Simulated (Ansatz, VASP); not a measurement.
Al12NO in VASP and in Ansatz

INCAR

```
SYSTEM = Al12NO
PREC = Accurate
ENCUT = 520
EDIFF = 1E-7
ISMEAR = 0
SIGMA = 0.1
LREAL = .False.
LASPH = .True.
NELM = 150
ALGO = Normal
ISIF = 2
LWAVE = .False.
LCHARG = .False.
ISPIN = 2
MAGMOM = 0 0 0 0 0 0 0 0 0 0 0 0 1 0
LORBIT = 11
LDIPOL = .True.
IDIPOL = 3
DIPOL = 0.5 0.5 0.295
GGA = PE
NBANDS = 40
```

Contents of KPOINTS:

```
Automatic mesh
0
Gamma
  5 5 1
  0 0 0
```

File POSCAR:

```
Al12NO
1.0
    5.7143028096      0.0000000000      0.0000000000
    0.0000000000      5.7143028096      0.0000000000
    0.0000000000      0.0000000000     22.1750227966
Al N O
12 1 1
Direct
    0.2500000000      0.2500000000      0.1803831291
    0.2500000000      0.7500000000      0.1803831291
    0.7500000000      0.2500000000      0.1803831291
    0.7500000000      0.7500000000      0.1803831291
    0.0000000000      0.0000000000      0.2744094953
    0.0000000000      0.5000000000      0.2744094953
    0.5000000000      0.0000000000      0.2744094953
    0.5000000000      0.5000000000      0.2744094953
    0.2500000000      0.2500000000      0.3686590481
    0.2500000000      0.7500000000      0.3686590481
    0.7500000000      0.2500000000      0.3686590481
    0.7500000000      0.7500000000      0.3686590481
    0.3985003037      0.5000000000      0.4191663243
    0.6014996963      0.5000000000      0.4191663243
```

Input for Ansatz:

```yaml
crystal:
  lattice:
    - [5.7143028096, 0.0, 0.0]
    - [0.0, 5.7143028096, 0.0]
    - [0.0, 0.0, 22.1750227966]
  atoms:
    - { symbol: Al, position: [0.25, 0.25, 0.1803831291] }
    - { symbol: Al, position: [0.25, 0.75, 0.1803831291] }
    - { symbol: Al, position: [0.75, 0.25, 0.1803831291] }
    - { symbol: Al, position: [0.75, 0.75, 0.1803831291] }
    - { symbol: Al, position: [0.0, 0.0, 0.2744094953] }
    - { symbol: Al, position: [0.0, 0.5, 0.2744094953] }
    - { symbol: Al, position: [0.5, 0.0, 0.2744094953] }
    - { symbol: Al, position: [0.5, 0.5, 0.2744094953] }
    - { symbol: Al, position: [0.25, 0.25, 0.3686590481] }
    - { symbol: Al, position: [0.25, 0.75, 0.3686590481] }
    - { symbol: Al, position: [0.75, 0.25, 0.3686590481] }
    - { symbol: Al, position: [0.75, 0.75, 0.3686590481] }
    - { symbol: "N", position: [0.3985003037, 0.5, 0.4191663243], spin: 1.0 }
    - { symbol: O, position: [0.6014996963, 0.5, 0.4191663243] }
basis:
  ecutwfc: 420
kpoints:
  mp_grid: { grid: [5, 5, 1] }
hamiltonian:
  xc: pbe
scf:
  occupations: { method: gaussian, width: 0.1 }
output:
  forces: true
  eigenvalues: true
  populations: true
magnetization:
  spin_polarized: true
efield:
  axis: 3
  dipole_correction: true
  ramp_width: 0.04
```

Alike in both runs: task single point; functional PBE; k mesh 5 × 5 × 1; occupations gaussian, width 0.1 eV; collinear spin.

|  | VASP | Ansatz |
| --- | --- | --- |
| version | VASP 6.6.1 | Ansatz 0.2.0 |
| potentials or method | VASP PAW PBE potentials, release 64 (Al, N, O), cutoff 520 eV | scalar-relativistic, plane waves, PAW |
| valence electrons in the cell | 47 | 47 |

|  | VASP | Ansatz | Ansatz less VASP |
| --- | --- | --- | --- |
| gap on the k mesh at the Fermi level (eV) | none | none | - |
| rms of the force components (eV/Å) | 3.395 | 3.103 | -0.2927 |
| net moment per atom (μB) | 0.00 | 0.00 | 0.000 |

Atom by atom the forces differ by 0.294 eV/Å (rms over components). A gap of «none» marks a metal or a gap that the smearing closes. Ansatz's warnings: seeded moment not kept.

Noted on VASP's run: the standard files for N, O and F lose accuracy on very short bonds.
